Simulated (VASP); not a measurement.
A run of VASP 6.6.1 is set up as follows.

INCAR

```
ALGO = Normal
EDIFF = 1E-6
ENCUT = 750
GGA = PS
GGA_COMPAT = F
ISIF = 2
ISMEAR = -1
ISYM = 0
LASPH = T
LCHARG = F
LREAL = F
LWAVE = F
NBANDS = 12
NELM = 120
PREC = Accurate
SIGMA = 0.03
```

The input KPOINTS:

```
Automatic mesh
0
Gamma
  9 9 9
  0.5 0.5 0.5
```

Contents of POSCAR:

```
LiBr
1.0
    0.0000000000      2.7226905798      2.7226905798
    2.7226905798      0.0000000000      2.7226905798
    2.7226905798      2.7226905798      0.0000000000
Li Br
1 1
Direct
    0.0000000000      0.0000000000      0.0000000000
    0.5000000000      0.5000000000      0.5000000000
```

Potentials or basis: VASP PAW PBE potentials, release 64 (Li_sv, Br).

Run with:

```sh
$ cat potpaw_PBE.64/Li_sv/POTCAR potpaw_PBE.64/Br/POTCAR > POTCAR
$ mpirun -np 1 vasp_std > vasp.out
```

(1) What does it give for the pressure?

(2) Estimate the band gap on the k mesh.

Answers

(1) -0.5 GPa.

(2) 5.04 eV (least direct gap 5.04 eV).

Caveat: the PAW data sets were made with another functional, which shifts forces and pressure a little; a shifted mesh leaves out Γ, where band edges can lie.
